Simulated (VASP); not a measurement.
# Ti (I4/mmm) in VASP: notebook, part 2 of 2

VASP 6.6.1. Earlier steps stand in the parts before.

## 3. Single point, PBEsol (strain +0.000 along x and y, -0.050 along z)

The input, INCAR:

```
PREC = Accurate ; ENCUT = 520
EDIFF = 1E-6 ; ISMEAR = 0
SIGMA = 0.15 ; LREAL = False
LASPH = True ; NELM = 100
ALGO = Fast ; ISIF = 2
LWAVE = False ; LCHARG = False
GGA = PS ; NBANDS = 12
```

The input, KPOINTS:

```
regular mesh
0
Gamma
  26 26 26
```

The input, POSCAR:

```
Ti
1.0
    0.0000000000      2.0279211515      1.9265250939
    2.0279211515      0.0000000000      1.9265250939
    2.0279211515      2.0279211515      0.0000000000
Ti
1
Direct
    0.0000000000      0.0000000000      0.0000000000
```

Potentials or basis: VASP PAW PBE potentials, release 64 (Ti_sv).

Run with:

```bash
cat potpaw_PBE.64/Ti_sv/POTCAR > POTCAR
mpirun -np 1 vasp_std > vasp.out
```

OUTCAR:

```text
PREC = Accurate
   ENCUT = 520
   EDIFF = 1E-6
   ISMEAR = 0
   LREAL = False
   LASPH = True
   NELM = 100
   ISIF = 2
   GGA = PS

 ion  position               nearest neighbor table
   1  0.000  0.000  0.000-

  LATTYP: Found a body centered tetragonal cell.
 ALAT       =     2.8679135959
 C/A-ratio  =     1.3435028842

  Lattice vectors:

 A1 = (   0.0000000000,  -2.0279211515,  -1.9265250939)
 A2 = (   0.0000000000,   2.0279211515,  -1.9265250939)
 A3 = (   2.0279211515,   0.0000000000,   1.9265250939)

Analysis of symmetry for initial positions (statically):
=====================================================================
 Subroutine PRICEL returns:
 Original cell was already a primitive cell.

 Routine SETGRP: Setting up the symmetry group for a
 body centered tetragonal supercell.

 Subroutine GETGRP returns: Found 16 space group operations
 (whereof 16 operations were pure point group operations)
 out of a pool of 16 trial point group operations.

The static configuration has the point symmetry D_4h.

Analysis of symmetry for dynamics (positions and initial velocities):
=====================================================================
 Subroutine PRICEL returns:
 Original cell was already a primitive cell.

 Routine SETGRP: Setting up the symmetry group for a
 body centered tetragonal supercell.

 Subroutine GETGRP returns: Found 16 space group operations
 (whereof 16 operations were pure point group operations)
 out of a pool of 16 trial point group operations.

The dynamic configuration has the point symmetry D_4h.

 Subroutine INISYM returns: Found 16 space group operations
 (whereof 16 operations are pure point group operations),
 and found     1 'primitive' translations

----------------------------------------------------------------------------------------

                                     Primitive cell

  volume of cell :      15.8455

  direct lattice vectors                    reciprocal lattice vectors
     0.000000000  2.027921152  1.926525094    -0.246557910  0.246557910  0.259534642
     2.027921152  0.000000000  1.926525094     0.246557910 -0.246557910  0.259534642
     2.027921152  2.027921152  0.000000000     0.246557910  0.246557910 -0.259534642

  length of vectors
     2.797134808  2.797134808  2.867913596     0.434672102  0.434672102  0.434672102

  position of ions in fractional coordinates (direct lattice)
     0.000000000  0.000000000  0.000000000

  ion indices of the primitive-cell ions
   primitive index   ion index
                 1           1

----------------------------------------------------------------------------------------

 KPOINTS: regular mesh

Automatic generation of k-mesh.
 Grid dimensions read from file:
 generate k-points for:   26   26   26

 Generating k-lattice:

  Cartesian coordinates                     Fractional coordinates (reciprocal lattice)
    -0.009482997  0.009482997  0.009982102     0.038461538 -0.000000000  0.000000000
     0.009482997 -0.009482997  0.009982102    -0.000000000  0.038461538  0.000000000
     0.009482997  0.009482997 -0.009982102     0.000000000  0.000000000  0.038461538

  Length of vectors
     0.016718158  0.016718158  0.016718158

  Shift w.r.t. Gamma in fractional coordinates (k-lattice)
     0.000000000  0.000000000  0.000000000

 Subroutine IBZKPT returns following result:
 ===========================================

 Found   1330 irreducible k-points:

 Following reciprocal coordinates:
            Coordinates               Weight
  0.000000  0.000000  0.000000      1.000000
  0.038462  0.000000  0.000000      8.000000
  0.076923  0.000000  0.000000      8.000000
  0.115385  0.000000  0.000000      8.000000
  0.153846  0.000000  0.000000      8.000000
  0.192308  0.000000  0.000000      8.000000
[... 16 lines left out ...]
  0.346154  0.038462  0.000000      8.000000
  0.384615  0.038462  0.000000      8.000000
 [... further k-points ...]
   k-points           NKPTS =   1330   k-points in BZ     NKDIM =   1330   number of bands    NBANDS=     12
   number of dos      NEDOS =    301   number of ions     NIONS =      1
   total plane-waves  NPLWV =  13824
   dimension x,y,z NGX =    24 NGY =   24 NGZ =   24
   dimension x,y,z NGXF=    48 NGYF=   48 NGZF=   48
   ions per type =               1
   NGX,Y,Z   is equivalent  to a cutoff of  14.26, 14.26, 13.91 a.u.
   NGXF,Y,Z  is equivalent  to a cutoff of  28.53, 28.53, 27.82 a.u.
 SYSTEM =  unknown system
   PREC   = accura    normal or accurate (medium, high low for compatibility)
   ISTART =      0    job   : 0-new  1-cont  2-samecut
   ICHARG =      2    charge: 1-file 2-atom 10-const
   ISPIN  =      1    spin polarized calculation?
   LNONCOLLINEAR =      F non collinear calculations
   LSORBIT =      F    spin-orbit coupling
   LASPH  =      T    aspherical Exc in radial PAW
   ENCUT  =  520.0 eV  38.22 Ry    6.18 a.u.   5.20  5.20  5.33*2*pi/ulx,y,z
   NELM   =    100;   NELMIN=  2; NELMDL= -5     # of ELM steps
   EDIFF  = 0.1E-05   stopping-criterion for ELM
   LREAL  =      F    real-space projection
   EDIFFG = 0.1E-04   stopping-criterion for IOM
   NSW    =      0    number of steps for IOM
   IBRION =     -1    ionic relax: 0-MD 1-quasi-New 2-CG
   NFREE  =      0    steps in history (QN), initial steepest desc. (CG)
   ISIF   =      2    stress and relaxation
   ISYM   =      2    0-nonsym 1-usesym 2-fastsym
   POTIM  = 0.5000    time-step for ionic-motion
   TEBEG  =    0.0;   TEEND  =   0.0 temperature during run
   PSTRESS=    0.0 pullay stress
   NELECT =      12.0000    total number of electrons
   NUPDOWN=      -1.0000    fix difference up-down
   EMIN   =  10.00;   EMAX   =-10.00  energy-range for DOS
   EFERMI =   0.00;   METHOD = LEGACY
   ISMEAR =     0;   SIGMA  =   0.15  broadening in eV -4-tet -1-fermi 0-gaus
   EFERMI_NEDOS =   21; number of points for ismear=-14 and -15
   IALGO  =     68    algorithm
   IMIX   =      4    mixing-type and parameters
     AMIX     =   0.40;   BMIX     =  1.00
     AMIX_MAG =   1.60;   BMIX_MAG =  1.00
  volume/ion in A,a.u.               =      15.85       106.93
  Fermi-wavevector in a.u.,A,eV,Ry     =   1.492220  2.819888 30.296389  2.226722
  Thomas-Fermi vector in A             =   2.604776
   LORBIT       =      0    0 simple, 1 ext, 2 COOP (PROOUT), +10 PAW based schemes
   GGA     = PS    functional components
   LHFCALC =     F    Hartree Fock is set to
   AEXX    =    0.0000 exact exchange contribution
   IVDW    =     0    specifies the selected vdW correction
   LEPSILON=     F    determine dielectric tensor
   LRPA    =     F    only Hartree local field effects (RPA)
 non-spin polarized calculation
 RMM-DIIS sequential band-by-band and
 Gauss-broadening in eV      SIGMA  =   0.15
  energy-cutoff  :      520.00
  volume of cell :       15.85
 maximum number of plane-waves:       443
 NGX is ok and might be reduce to    24
   NGX = 11   NGY = 11   NGZ = 11

 number of electron      11.9999997 magnetization

 Free energy of the ion-electron system (eV)
  ---------------------------------------------------
  ext. energy  EPLUGINS =         0.00000000
  ---------------------------------------------------
  free energy    TOTEN  =        -8.27469582 eV

  energy without entropy =       -8.25648175  energy(sigma->0) =       -8.26558879

 E-fermi :   9.0950     XC(G=0): -12.0814

 val. band max:        9.0923604295   @ k =  -0.1923   0.1154   0.0000
 cond. band min:       9.0956033012   @ k =  -0.3462   0.0769   0.3077
 fundamental gap:      0.0032428717
 Fermi energy:         9.0950172871

 k-point     1 :       0.0000    0.0000    0.0000
  band No.  band energies     occupation
      1     -47.2292      2.00000
      2     -23.0605      2.00000
      3     -23.0605      2.00000
      4     -23.0518      2.00000
      5       2.7976      2.00000
      6       9.8982      0.00000
      7       9.8982      0.00000
      8      10.3286      0.00000
      9      11.6006      0.00000
     10      12.1042      0.00000
     11      24.9221      0.00000
     12      29.3048      0.00000
[... 331 lines left out ...]
 k-point    24 :       0.3846    0.0385    0.0000
  band No.  band energies     occupation
      1     -47.0738      2.00000
      2     -23.8377      2.00000
      3     -23.1934      2.00000
      4     -23.1276      2.00000
      5       6.0099      2.00000
      6       9.2812      0.07928
      7       9.8296      0.00000
      8      10.2641      0.00000
      9      12.5709      0.00000
     10      12.8610      0.00000
     11      19.9205      0.00000
     12      24.6808      0.00000

 [... further k-points ...]

------------------------ aborting loop because EDIFF is reached ----------------------------------------

  FORCE on cell =-STRESS in cart. coord.  units (eV):
  Direction    XX          YY          ZZ          XY          YZ          ZX
  --------------------------------------------------------------------------------------
  -------------------------------------------------------------------------------------
  Total        0.5242114      0.5242114      0.6953437      0.0000000     -0.0000000     -0.0000000
  in kB       53.0041929     53.0041929     70.3077722      0.0000000     -0.0000000     -0.0000000
  external PRESSURE =      58.7720526 kB  Pullay stress =       0.0000000 kB

 VOLUME and BASIS-vectors are now :
 -----------------------------------------------------------------------------
  energy-cutoff  :      520.00
  volume of cell :       15.85
      direct lattice vectors                 reciprocal lattice vectors
     0.000000000  2.027921152  1.926525094    -0.246557910  0.246557910  0.259534642
     2.027921152  0.000000000  1.926525094     0.246557910 -0.246557910  0.259534642
     2.027921152  2.027921152  0.000000000     0.246557910  0.246557910 -0.259534642

 POSITION                                       TOTAL-FORCE (eV/Angst)
 -----------------------------------------------------------------------------------
      0.00000      0.00000      0.00000         0.000000      0.000000      0.000000
 -----------------------------------------------------------------------------------
    total drift:                               -0.000000      0.000000      0.000000

  FREE ENERGIE OF THE ION-ELECTRON SYSTEM (eV)
  ---------------------------------------------------
  free  energy   TOTEN  =        -8.2746958203 eV

  energy  without entropy=       -8.2564817520  energy(sigma->0) =       -8.26558879
```

OSZICAR:

```text
N       E                     dE             d eps       ncg     rms          rms(c)
DAV:   1     0.857521355779E+02    0.85752E+02   -0.65447E+03 32032   0.123E+03
DAV:   2    -0.508779383681E+01   -0.90840E+02   -0.88235E+02 32400   0.298E+02
DAV:   3    -0.917699859951E+01   -0.40892E+01   -0.40457E+01 43676   0.645E+01
DAV:   4    -0.926980948161E+01   -0.92811E-01   -0.92693E-01 36188   0.846E+00
[... 11 lines left out ...]
RMM:  16    -0.827471124386E+01   -0.73059E-05   -0.83299E-05 44609   0.497E-02    0.130E-01
RMM:  17    -0.827470573347E+01    0.55104E-05   -0.42751E-05 42682   0.540E-02    0.103E-01
RMM:  18    -0.827469727960E+01    0.84539E-05   -0.62582E-05 45081   0.768E-02    0.498E-02
RMM:  19    -0.827469615685E+01    0.11228E-05   -0.20496E-05 38519   0.443E-02    0.251E-02
RMM:  20    -0.827469582033E+01    0.33651E-06   -0.95483E-06 35376   0.281E-02
   1 F= -.82746958E+01 E0= -.82655888E+01  d E =-.182141E-01
```

stdout:

```text
POSCAR found type information on POSCAR Ti
 POSCAR found :  1 types and       1 ions
 scaLAPACK will be used
 -----------------------------------------------------------------------------
|                                                                             |
|                                                                             |
|     You enforced a specific xc type in the INCAR file but a different       |
[... 19 lines left out ...]
WARNING in EDDRMM: call to ZHEGV failed, returncode =   6  3     10
WARNING in EDDRMM: call to ZHEGV failed, returncode =   6  3      7
WARNING in EDDRMM: call to ZHEGV failed, returncode =   6  3      5
WARNING in EDDRMM: call to ZHEGV failed, returncode =   6  3     10
WARNING in EDDRMM: call to ZHEGV failed, returncode =   6  3      7
WARNING in EDDRMM: call to ZHEGV failed, returncode =   6  3     10
WARNING in EDDRMM: call to ZHEGV failed, returncode =   6  3      7
```

Run time: 3.9 min. Hardware: 1 thread of Intel Xeon Platinum 8488C (Sapphire Rapids), shared host; peak memory 0.35 GiB.

Results:

| Property | Result |
| --- | --- |
| Free energy | -8.2747 eV |
| Pressure | 5.9 GPa |
| Band gap on the k mesh | zero (bands 6 and 7 overlap by 1.54 eV) |

Caveat: the cell differs from its parent crystal (strain +0.000 along x and y, -0.050 along z); the cell stands under pressure; the PAW data sets were made with another functional, which shifts forces and pressure a little.
